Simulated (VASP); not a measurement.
# Ir (Pm-3m) in VASP: relaxation of cell and atoms with BLYP

Aim: the relaxation of cell and atoms of Ir with BLYP.

Everything below comes from runs of VASP 6.6.1. Logs are shortened: lines on timing, memory, paths and dates and some standing lists are left out, and cuts for length are marked.

### Step 1. The cell of the first run

It takes space group Pm-3m (No. 221, cubic). Conventional cell: a = 2.482 Å, b = 2.482 Å, c = 2.482 Å, α = 90.00°, β = 90.00°, γ = 90.00°. Ir (site symmetry m-3m) has 6 Ir at 2.48 Å within 3.3 Å.

This isn't the form of Ir at room conditions, which is fcc.

### Step 2. Relaxation of cell and atoms, BLYP

INCAR reads:

```
PREC = Accurate ; ENCUT = 560
EDIFF = 1E-7 ; ISMEAR = -1
SIGMA = 0.1 ; LREAL = False
LASPH = True ; NELM = 120
ALGO = Normal ; ISIF = 3
LWAVE = False ; LCHARG = False
GGA = B5 ; ALDAX = 1.0
AGGAX = 1.0 ; AGGAC = 1.0
ALDAC = 0.0 ; IBRION = 2
NSW = 80 ; EDIFFG = -0.01
GGA_COMPAT = False ; NELMIN = 4
```

KPOINTS reads:

```
Automatic mesh
0
Gamma
  13 13 13
```

POSCAR reads:

```
Ir
1.0
    2.4815209647      0.0000000000      0.0000000000
    0.0000000000      2.4815209647      0.0000000000
    0.0000000000      0.0000000000      2.4815209647
Ir
1
Direct
    0.0000000000      0.0000000000      0.0000000000
```

Potentials or basis: VASP PAW PBE potentials, release 64 (Ir_sv_GW).

Run with:

```console
> cat potpaw_PBE.64/Ir_sv_GW/POTCAR > POTCAR
> mpirun -np 1 vasp_std > vasp.out
```

OUTCAR:

```text
PREC = Accurate
   ENCUT = 560
   EDIFF = 1E-7
   ISMEAR = -1
   LREAL = False
   LASPH = True
   NELM = 120
   ISIF = 3
   GGA = B5
   IBRION = 2
   NSW = 80
   EDIFFG = -0.01
   NELMIN = 4

 ion  position               nearest neighbor table
   1  0.000  0.000  0.000-

  LATTYP: Found a simple cubic cell.
 ALAT       =     2.4815209647

  Lattice vectors:

 A1 = (   2.4815209647,   0.0000000000,   0.0000000000)
 A2 = (   0.0000000000,   2.4815209647,   0.0000000000)
 A3 = (   0.0000000000,   0.0000000000,   2.4815209647)

Analysis of symmetry for initial positions (statically):
=====================================================================
 Subroutine PRICEL returns:
 Original cell was already a primitive cell.

 Routine SETGRP: Setting up the symmetry group for a
 simple cubic supercell.

 Subroutine GETGRP returns: Found 48 space group operations
 (whereof 48 operations were pure point group operations)
 out of a pool of 48 trial point group operations.

The static configuration has the point symmetry O_h .

Analysis of symmetry for dynamics (positions and initial velocities):
=====================================================================
 Subroutine PRICEL returns:
 Original cell was already a primitive cell.

 Routine SETGRP: Setting up the symmetry group for a
 simple cubic supercell.

 Subroutine GETGRP returns: Found 48 space group operations
 (whereof 48 operations were pure point group operations)
 out of a pool of 48 trial point group operations.

The dynamic configuration has the point symmetry O_h .

 Subroutine INISYM returns: Found 48 space group operations
 (whereof 48 operations are pure point group operations),
 and found     1 'primitive' translations

----------------------------------------------------------------------------------------

                                     Primitive cell

  volume of cell :      15.2811

  direct lattice vectors                    reciprocal lattice vectors
     2.481520965  0.000000000  0.000000000     0.402978663  0.000000000  0.000000000
     0.000000000  2.481520965  0.000000000     0.000000000  0.402978663  0.000000000
     0.000000000  0.000000000  2.481520965     0.000000000  0.000000000  0.402978663

  length of vectors
     2.481520965  2.481520965  2.481520965     0.402978663  0.402978663  0.402978663

  position of ions in fractional coordinates (direct lattice)
     0.000000000  0.000000000  0.000000000

  ion indices of the primitive-cell ions
   primitive index   ion index
                 1           1

----------------------------------------------------------------------------------------

 KPOINTS: Automatic mesh

Automatic generation of k-mesh.
 Grid dimensions read from file:
 generate k-points for:   13   13   13

 Generating k-lattice:

  Cartesian coordinates                     Fractional coordinates (reciprocal lattice)
     0.030998359  0.000000000  0.000000000     0.076923077  0.000000000  0.000000000
     0.000000000  0.030998359  0.000000000     0.000000000  0.076923077  0.000000000
     0.000000000  0.000000000  0.030998359     0.000000000  0.000000000  0.076923077

  Length of vectors
     0.030998359  0.030998359  0.030998359

  Shift w.r.t. Gamma in fractional coordinates (k-lattice)
     0.000000000  0.000000000  0.000000000

 Subroutine IBZKPT returns following result:
 ===========================================

 Found     84 irreducible k-points:

 Following reciprocal coordinates:
            Coordinates               Weight
  0.000000  0.000000  0.000000      1.000000
  0.076923  0.000000  0.000000      6.000000
  0.153846  0.000000  0.000000      6.000000
  0.230769  0.000000  0.000000      6.000000
  0.307692  0.000000  0.000000      6.000000
  0.384615  0.000000  0.000000      6.000000
[... 16 lines left out ...]
  0.307692  0.307692  0.000000     12.000000
  0.384615  0.307692  0.000000     24.000000
 [... further k-points ...]
   k-points           NKPTS =     84   k-points in BZ     NKDIM =     84   number of bands    NBANDS=     12
   number of dos      NEDOS =    301   number of ions     NIONS =      1
   total plane-waves  NPLWV =   8000
   dimension x,y,z NGX =    20 NGY =   20 NGZ =   20
   dimension x,y,z NGXF=    40 NGYF=   40 NGZF=   40
   ions per type =               1
   NGX,Y,Z   is equivalent  to a cutoff of  13.40, 13.40, 13.40 a.u.
   NGXF,Y,Z  is equivalent  to a cutoff of  26.80, 26.80, 26.80 a.u.
 SYSTEM =  unknown system
   PREC   = accura    normal or accurate (medium, high low for compatibility)
   ISTART =      0    job   : 0-new  1-cont  2-samecut
   ICHARG =      2    charge: 1-file 2-atom 10-const
   ISPIN  =      1    spin polarized calculation?
   LNONCOLLINEAR =      F non collinear calculations
   LSORBIT =      F    spin-orbit coupling
   LASPH  =      T    aspherical Exc in radial PAW
   ENCUT  =  560.0 eV  41.16 Ry    6.42 a.u.   4.79  4.79  4.79*2*pi/ulx,y,z
   NELM   =    120;   NELMIN=  4; NELMDL= -5     # of ELM steps
   EDIFF  = 0.1E-06   stopping-criterion for ELM
   LREAL  =      F    real-space projection
   EDIFFG = -.1E-01   stopping-criterion for IOM
   NSW    =     80    number of steps for IOM
   IBRION =      2    ionic relax: 0-MD 1-quasi-New 2-CG
   NFREE  =      1    steps in history (QN), initial steepest desc. (CG)
   ISIF   =      3    stress and relaxation
   ISYM   =      2    0-nonsym 1-usesym 2-fastsym
   POTIM  = 0.5000    time-step for ionic-motion
   TEBEG  =    0.0;   TEEND  =   0.0 temperature during run
   PSTRESS=    0.0 pullay stress
   NELECT =      17.0000    total number of electrons
   NUPDOWN=      -1.0000    fix difference up-down
   EMIN   =  10.00;   EMAX   =-10.00  energy-range for DOS
   EFERMI =   0.00;   METHOD = LEGACY
   ISMEAR =    -1;   SIGMA  =   0.10  broadening in eV -4-tet -1-fermi 0-gaus
   EFERMI_NEDOS =   21; number of points for ismear=-14 and -15
   IALGO  =     38    algorithm
   IMIX   =      4    mixing-type and parameters
     AMIX     =   0.40;   BMIX     =  1.00
     AMIX_MAG =   1.60;   BMIX_MAG =  1.00
  volume/ion in A,a.u.               =      15.28       103.12
  Fermi-wavevector in a.u.,A,eV,Ry     =   1.696315  3.205571 39.150558  2.877485
  Thomas-Fermi vector in A             =   2.777200
   LORBIT       =      0    0 simple, 1 ext, 2 COOP (PROOUT), +10 PAW based schemes
   GGA     = B5    functional components
   LHFCALC =     F    Hartree Fock is set to
   AEXX    =    0.0000 exact exchange contribution
   IVDW    =     0    specifies the selected vdW correction
   LEPSILON=     F    determine dielectric tensor
   LRPA    =     F    only Hartree local field effects (RPA)
 conjugate gradient relaxation of ions
 non-spin polarized calculation
  energy-cutoff  :      560.00
  volume of cell :       15.28
 maximum number of plane-waves:       467
 NGX is ok and might be reduce to    20
   NGX =  9   NGY =  9   NGZ =  9

--------------------------------------- Ionic step        1  -------------------------------------------

 number of electron      17.0000000 magnetization

 Free energy of the ion-electron system (eV)
  ---------------------------------------------------
  ext. energy  EPLUGINS =         0.00000000
  ---------------------------------------------------
  free energy    TOTEN  =        -7.05105939 eV

  energy without entropy =       -7.00281616  energy(sigma->0) =       -7.02693778

 E-fermi :  11.8777     XC(G=0): -13.1568

 val. band max:       11.8691546704   @ k =   0.2308   0.1538   0.0000
 cond. band min:      11.8842541671   @ k =   0.3846   0.1538   0.0000
 fundamental gap:      0.0150994967
 Fermi energy:        11.8777155437

 k-point     1 :       0.0000    0.0000    0.0000
  band No.  band energies     occupation
      1     -80.1024      2.00000
      2     -36.7454      2.00000
      3     -36.7454      2.00000
      4     -36.7454      2.00000
      5       2.0671      2.00000
      6       5.0534      2.00000
      7       5.0534      2.00000
      8      13.4377      0.00000
      9      13.4377      0.00000
     10      13.4377      0.00000
     11      28.0089      0.00000
     12      28.0089      0.00000
[... 841 lines left out ...]
 POSITION                                       TOTAL-FORCE (eV/Angst)
 -----------------------------------------------------------------------------------
      0.00000      0.00000      0.00000         0.000000      0.000000      0.000000
 -----------------------------------------------------------------------------------
    total drift:                               -0.000000      0.000000      0.000000

  FREE ENERGIE OF THE ION-ELECTRON SYSTEM (eV)
  ---------------------------------------------------
  free  energy   TOTEN  =        -7.3849550148 eV

  energy  without entropy=       -7.3279813307  energy(sigma->0) =       -7.35646817

--------------------------------------- Ionic step        5  -------------------------------------------

 number of electron      16.9999999 magnetization

 Free energy of the ion-electron system (eV)
  ---------------------------------------------------
  ext. energy  EPLUGINS =         0.00000000
  ---------------------------------------------------
  free energy    TOTEN  =        -7.38570590 eV

  energy without entropy =       -7.32923326  energy(sigma->0) =       -7.35746958

 E-fermi :   9.3093     XC(G=0): -12.2310

 val. band max:        9.3087793474   @ k =   0.2308   0.1538   0.0000
 cond. band min:       9.3110577825   @ k =   0.2308   0.1538   0.1538
 fundamental gap:      0.0022784351
 Fermi energy:         9.3093452876

 k-point     1 :       0.0000    0.0000    0.0000
  band No.  band energies     occupation
      1     -82.2831      2.00000
      2     -39.0961      2.00000
      3     -39.0961      2.00000
      4     -39.0961      2.00000
      5       0.8355      2.00000
      6       3.8085      2.00000
      7       3.8085      2.00000
      8      10.4931      0.00001
      9      10.4931      0.00001
     10      10.4931      0.00001
     11      24.4795      0.00000
     12      24.4795      0.00000
[... 367 lines left out ...]
 POSITION                                       TOTAL-FORCE (eV/Angst)
 -----------------------------------------------------------------------------------
      0.00000      0.00000      0.00000         0.000000      0.000000      0.000000
 -----------------------------------------------------------------------------------
    total drift:                                0.000000      0.000000      0.000000

  FREE ENERGIE OF THE ION-ELECTRON SYSTEM (eV)
  ---------------------------------------------------
  free  energy   TOTEN  =        -7.3857059035 eV

  energy  without entropy=       -7.3292332614  energy(sigma->0) =       -7.35746958

 reached required accuracy - stopping structural energy minimisation
```

It took 52 s on 1 thread of Intel Xeon 6975P-C (Granite Rapids), shared host; peak memory 0.14 GiB.

What came out:

```yaml
Free_energy: -7.3857 eV
Relaxed_volume: 17.82 Å³/atom
Relaxed_cell: a = 2.612 Å, b = 2.612 Å, c = 2.612 Å, α = 90.00°, β = 90.00°, γ = 90.00°
Space_group_after_relaxing_to_0.1_Å: Pm-3m (No. 221)
Pressure_after_relaxing: 0.0 GPa
Band_gap_on_the_k_mesh: zero (an odd number of electrons rules out a gap without spin polarisation)
```

Final structure:
```
Ir
1.0
     2.61189    0.00000    0.00000
     0.00000    2.61189    0.00000
     0.00000    0.00000    2.61189
Ir
1
Direct
  0.00000 0.00000 0.00000
```

Levels at points of the mesh, in eV from the Fermi level:
```csv
k point,band 5,band 6,band 7,band 8,band 9,band 10,band 11,band 12
"(0.00, 0.00, 0.00)",-8.47,-5.50,-5.50,1.18,1.18,1.18,15.17,15.17
```

Caveat: the volume moved by over 15 % at a fixed basis, so the end points are rough; the PAW data sets were made with another functional, which shifts forces and pressure a little; spin-orbit coupling is left out, which moves the levels of the heavy elements.
